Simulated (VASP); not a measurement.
# NiSb (P6_3/mmc) in VASP: single point with PBEsol

Aim: the single point of NiSb with PBEsol.

Everything below comes from runs of VASP 6.6.1. Logs are shortened: lines on timing, memory, paths and dates and some standing lists are left out, and cuts for length are marked.

## 1. The cell of the first run

The structure is hexagonal, space group P6_3/mmc (No. 194). The conventional cell has a = 3.928 Å, b = 3.928 Å, c = 5.120 Å, α = 90.00°, β = 90.00°, γ = 120.00°. Ni (site symmetry -3m) has 2 Ni at 2.56 Å and 6 Sb at 2.60 Å within 3.4 Å. Sb (site symmetry -6m2) has 6 Ni at 2.60 Å and 6 Sb at 3.42 Å within 3.5 Å.

## 2. Single point, PBEsol, collinear spin, ferromagnetic start

File INCAR:

```
SYSTEM = NiSb
PREC     = Accurate       ! precision mode
ENCUT    = 520            ! plane-wave cutoff, eV
EDIFF    = 1E-6           ! SCF threshold, eV
ISMEAR   = 0              ! smearing method
SIGMA    = 0.1            ! smearing width, eV
LREAL    = .FALSE.        ! projectors in reciprocal space
LASPH    = .TRUE.         ! aspherical terms in the spheres
NELM     = 150            ! most SCF steps
ALGO     = Normal         ! electronic algorithm
ISIF     = 2              ! what is computed and relaxed
LWAVE    = .FALSE.        ! write WAVECAR
LCHARG   = .FALSE.        ! write CHGCAR
ISPIN    = 2              ! spin polarisation
MAGMOM   = 2 2 0 0        ! initial moments
LORBIT   = 11             ! projections on sites
LMAXMIX  = 4              ! l up to which the mixer works
GGA      = PS             ! functional
NBANDS   = 27             ! bands
```

File KPOINTS:

```
regular mesh
0
G
  6 6 4
  0 0 0
```

File POSCAR:

```
NiSb
1.0
    3.9280000000      0.0000000000      0.0000000000
   -1.9640000000      3.4017477861      0.0000000000
    0.0000000000      0.0000000000      5.1200000000
Ni Sb
2 2
Direct
    0.0000000000      0.0000000000      0.0000000000
    0.0000000000      0.0000000000      0.5000000000
    0.3333333333      0.6666666667      0.2500000000
    0.6666666667      0.3333333333      0.7500000000
```

Potentials or basis: VASP PAW PBE potentials, release 64 (Ni, Sb).

Started as:

```sh
> cat potpaw_PBE.64/Ni/POTCAR potpaw_PBE.64/Sb/POTCAR > POTCAR
> mpirun -np 1 vasp_std > vasp.out
```

OUTCAR:

```text
SYSTEM = NiSb
   PREC = Accurate
   ENCUT = 520
   EDIFF = 1E-6
   ISMEAR = 0
   LREAL = .FALSE.
   LASPH = .TRUE.
   NELM = 150
   ISIF = 2
   ISPIN = 2
   LORBIT = 11
   GGA = PS

 ion  position               nearest neighbor table
   1  0.000  0.000  0.000-   2 2.56   2 2.56   4 2.60   3 2.60   4 2.60   3 2.60   4 2.60   3 2.60

   2  0.000  0.000  0.500-   1 2.56   1 2.56   4 2.60   3 2.60   4 2.60   3 2.60   4 2.60   3 2.60

   3  0.333  0.667  0.250-   1 2.60   2 2.60   1 2.60   2 2.60   1 2.60   2 2.60   4 3.42   4 3.42
                             4 3.42   4 3.42   4 3.42   4 3.42
   4  0.667  0.333  0.750-   1 2.60   2 2.60   1 2.60   2 2.60   1 2.60   2 2.60   3 3.42   3 3.42
                             3 3.42   3 3.42   3 3.42   3 3.42

  LATTYP: Found a hexagonal cell.
 ALAT       =     3.9280000000
 C/A-ratio  =     1.3034623218

  Lattice vectors:

 A1 = (   3.9280000000,   0.0000000000,   0.0000000000)
 A2 = (  -1.9640000000,   3.4017477861,   0.0000000000)
 A3 = (   0.0000000000,   0.0000000000,   5.1200000000)

Analysis of symmetry for initial positions (statically):
=====================================================================
 Subroutine PRICEL returns:
 Original cell was already a primitive cell.

 Routine SETGRP: Setting up the symmetry group for a
 hexagonal supercell.

 Subroutine GETGRP returns: Found 24 space group operations
 (whereof 12 operations were pure point group operations)
 out of a pool of 24 trial point group operations.

The static configuration has the point symmetry D_3d.
 The point group associated with its full space group is D_6h.

Analysis of symmetry for dynamics (positions and initial velocities):
=====================================================================
 Subroutine PRICEL returns:
 Original cell was already a primitive cell.

 Routine SETGRP: Setting up the symmetry group for a
 hexagonal supercell.

 Subroutine GETGRP returns: Found 24 space group operations
 (whereof 12 operations were pure point group operations)
 out of a pool of 24 trial point group operations.

The dynamic configuration has the point symmetry D_3d.
 The point group associated with its full space group is D_6h.

Analysis of structural, dynamic, and magnetic symmetry:
=====================================================================
 Subroutine PRICEL returns:
 Original cell was already a primitive cell.

 Routine SETGRP: Setting up the symmetry group for a
 hexagonal supercell.

 Subroutine GETGRP returns: Found 24 space group operations
 (whereof 12 operations were pure point group operations)
 out of a pool of 24 trial point group operations.

The overall configuration has the point symmetry D_3d.
[... 131 lines left out ...]
 spin polarized calculation
 Gauss-broadening in eV      SIGMA  =   0.10
  energy-cutoff  :      520.00
  volume of cell :       68.41
 maximum number of plane-waves:      1892
 NGX is ok and might be reduce to    30
   NGX = 15   NGY = 15   NGZ = 19

 number of electron      30.0000034 magnetization      -0.0014001

 number of electron      30.0000034 magnetization       0.0010313

 Free energy of the ion-electron system (eV)
  ---------------------------------------------------
  ext. energy  EPLUGINS =         0.00000000
  ---------------------------------------------------
  free energy    TOTEN  =       -22.65381263 eV

  energy without entropy =      -22.64044735  energy(sigma->0) =      -22.64712999

 E-fermi :   9.9559     XC(G=0): -11.6621

 val. band max:        9.8763513707   @ k =   0.0000   0.0000   0.0000
 cond. band min:       9.9957051840   @ k =   0.3333   0.1667   0.2500
 fundamental gap:      0.1193538133
 Fermi energy:         9.9559328349

 spin component 1

 k-point     1 :       0.0000    0.0000    0.0000
  band No.  band energies     occupation
      1      -3.1174      1.00000
      2       1.4523      1.00000
      3       3.6237      1.00000
      4       5.9415      1.00000
      5       5.9415      1.00000
      6       6.7198      1.00000
[... 619 lines left out ...]
     26      18.9352      0.00000
     27      19.9422      0.00000
 Fermi energy:         9.9559328349

 spin component 2

 k-point     1 :       0.0000    0.0000    0.0000
  band No.  band energies     occupation
      1      -3.1170      1.00000
      2       1.4525      1.00000
      3       3.6241      1.00000
      4       5.9416      1.00000
      5       5.9416      1.00000
      6       6.7198      1.00000
[... 619 lines left out ...]
     26      18.9359      0.00000
     27      19.9426      0.00000

------------------------ aborting loop because EDIFF is reached ----------------------------------------

  FORCE on cell =-STRESS in cart. coord.  units (eV):
  Direction    XX          YY          ZZ          XY          YZ          ZX
  --------------------------------------------------------------------------------------
  -------------------------------------------------------------------------------------
  Total       -0.7474346     -0.7474346     -0.6209733      0.0000000     -0.0000000      0.0000000
  in kB      -17.5041175    -17.5041175    -14.5425286      0.0000000     -0.0000000      0.0000000
  external PRESSURE =     -16.5169212 kB  Pullay stress =       0.0000000 kB

 VOLUME and BASIS-vectors are now :
 -----------------------------------------------------------------------------
  energy-cutoff  :      520.00
  volume of cell :       68.41
      direct lattice vectors                 reciprocal lattice vectors
     3.928000000  0.000000000  0.000000000     0.254582485  0.146983266  0.000000000
    -1.964000000  3.401747786  0.000000000     0.000000000  0.293966532  0.000000000
     0.000000000  0.000000000  5.120000000     0.000000000  0.000000000  0.195312500

 POSITION                                       TOTAL-FORCE (eV/Angst)
 -----------------------------------------------------------------------------------
      0.00000      0.00000      0.00000         0.000000      0.000000     -0.000000
      0.00000      0.00000      2.56000         0.000000      0.000000     -0.000000
     -0.00000      2.26783      1.28000         0.000000      0.000000     -0.000000
      1.96400      1.13392      3.84000        -0.000000      0.000000      0.000000
 -----------------------------------------------------------------------------------
    total drift:                                0.000000      0.000000     -0.000000

  FREE ENERGIE OF THE ION-ELECTRON SYSTEM (eV)
  ---------------------------------------------------
  free  energy   TOTEN  =       -22.6538126337 eV

  energy  without entropy=      -22.6404473470  energy(sigma->0) =      -22.64712999

 total charge

# of ion       s       p       d       tot
------------------------------------------
    1        0.455   0.488   8.466   9.409
    2        0.455   0.488   8.466   9.409
    3        1.132   1.222   0.075   2.429
    4        1.132   1.222   0.075   2.429
--------------------------------------------------
tot          3.174   3.420  17.083  23.677

 magnetization (x)

# of ion       s       p       d       tot
------------------------------------------
    1        0.000   0.000  -0.000  -0.000
    2        0.000   0.000  -0.000  -0.000
    3       -0.000   0.000   0.000   0.000
    4       -0.000   0.000   0.000   0.000
--------------------------------------------------
tot          0.000   0.000  -0.000  -0.000
```

stdout:

```text
POSCAR found type information on POSCAR NiSb
 POSCAR found :  2 types and       4 ions
 scaLAPACK will be used
 -----------------------------------------------------------------------------
|                                                                             |
|                                                                             |
|     You enforced a specific xc type in the INCAR file but a different       |
|     I HOPE YOU KNOW WHAT YOU ARE DOING!                                     |
|                                                                             |
 -----------------------------------------------------------------------------

 LDA part: xc-table for (Slater+PW92), standard interpolation
 POSCAR, INCAR and KPOINTS ok, starting setup
 FFT: planning ... GRIDC
 FFT: planning ... GRID_SOFT
 FFT: planning ... GRID
 WAVECAR not read
 entering main loop
```

Wall time 2.1 min (1 thread of Intel Xeon 8259CL, shared host); peak memory 0.24 GiB.

Results:

* Free energy: -22.6538 eV
* Pressure: -1.7 GPa
* Band gap on the k mesh: zero (filled and empty bands overlap)
* Net moment: 0.00 μB per cell
* Valence electrons inside the program's atomic spheres: Ni 9.41; Sb 2.43

Stress tensor (GPa, compression positive):
```
-1.75  0.00  0.00
 0.00 -1.75  0.00
 0.00  0.00 -1.45
```

Caveat: the moments typed at the start vanished in this run; the PAW data sets were made with another functional, which shifts forces and pressure a little; spin-orbit coupling is left out, which moves the levels of the heavy elements.

The gap in the log of VASP goes by the Fermi energy; the results here count the filled bands.